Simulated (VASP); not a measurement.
CoH, 2 atoms in the cell. It takes space group I4mm (No. 107, tetragonal). Conventional cell: a = 2.606 Å, b = 2.606 Å, c = 3.686 Å, α = 90.00°, β = 90.00°, γ = 90.00°. Within 2.2 Å of Co (site symmetry 4mm) lie 6 H at 1.57 to 2.12 Å. H (site symmetry 4mm) has 6 Co at 1.57 to 2.12 Å within 2.2 Å.  This cell differs from its parent crystal: shortest bond scaled by 0.85.

| Quantity | Value |
| --- | --- |
| Program | VASP 6.6.1 |
| Task | electric field gradients |
| Functional | r2SCAN |
| Potentials or basis | VASP PAW PBE potentials, release 64 (Co, H) |
| Cutoff | 520 eV |
| k mesh | 13 × 13 × 13 |
| Occupations | fermi-dirac, width 0.05 eV |
| Spin | collinear spin, ferromagnetic start |
| Starting moments | [2.0, 0.0] μB |
| Dipole correction | no |
| Further INCAR settings | ALGO = Normal; EDIFF = 1e-08; NBANDS = 16 |

Potentials or basis: VASP PAW PBE potentials, release 64 (Co, H).

Command:

```bash
$ cat potpaw_PBE.64/Co/POTCAR potpaw_PBE.64/H/POTCAR > POTCAR
$ cp INCAR.step1 INCAR
$ mpirun -np 1 vasp_std > vasp.out
$ cp INCAR.step2 INCAR
$ mpirun -np 1 vasp_std > vasp.out
```

Hardware: 1 thread of Intel(R) Xeon(R) 6975P-C (Granite Rapids), with other jobs on the host.

Q: Estimate the wall time of this run.

A: It took 4.3 min on 1 thread of Intel(R) Xeon(R) 6975P-C (Granite Rapids) (shared host), peak memory 0.18 GiB. Counts: k points 196.
